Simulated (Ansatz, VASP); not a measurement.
**One calculation of InGa2As3, two programs**

```
In Ga As
1.0
     6.22399   -3.59398    0.00000
     6.22399    3.59398    0.00000
     0.00000    0.00000    6.81964
In Ga As
2 4 6
Direct
  0.32865 0.67135 0.99441
  0.67135 0.32865 0.49441
  0.00585 0.33277 0.99368
  0.66723 0.99415 0.99368
  0.99415 0.66723 0.49368
  0.33277 0.00585 0.49368
  0.01742 0.33414 0.36054
  0.66586 0.98258 0.36054
  0.98258 0.66586 0.86054
  0.33414 0.01742 0.86054
  0.31491 0.68509 0.38515
  0.68509 0.31491 0.88515
```

Alike in both runs: functional PBE; k mesh 4 × 4 × 4; occupations gaussian, width 0.1 eV; no spin polarisation.

Ansatz relaxed the structure, and its values are those at the end. VASP's run is a single point on that final structure, the one shown.

|  | VASP | Ansatz |
| --- | --- | --- |
| version | VASP 6.6.1 | Ansatz 0.2.0 |
| potentials or method | VASP PAW PBE potentials, release 64 (In_d, Ga_d, As), cutoff 500 eV | scalar-relativistic, plane waves, PAW |
| valence electrons in the cell | 108 | 168 |

```tsv
	VASP	Ansatz	Ansatz less VASP
pressure (GPa)	0.3	0.2	-0.11
rms of the force components (eV/Å)	0.005	0.004	-0.0006
```

VASP's potentials hold 108 valence electrons a cell and Ansatz's 168, so a difference there can come from the potentials and not from the codes.
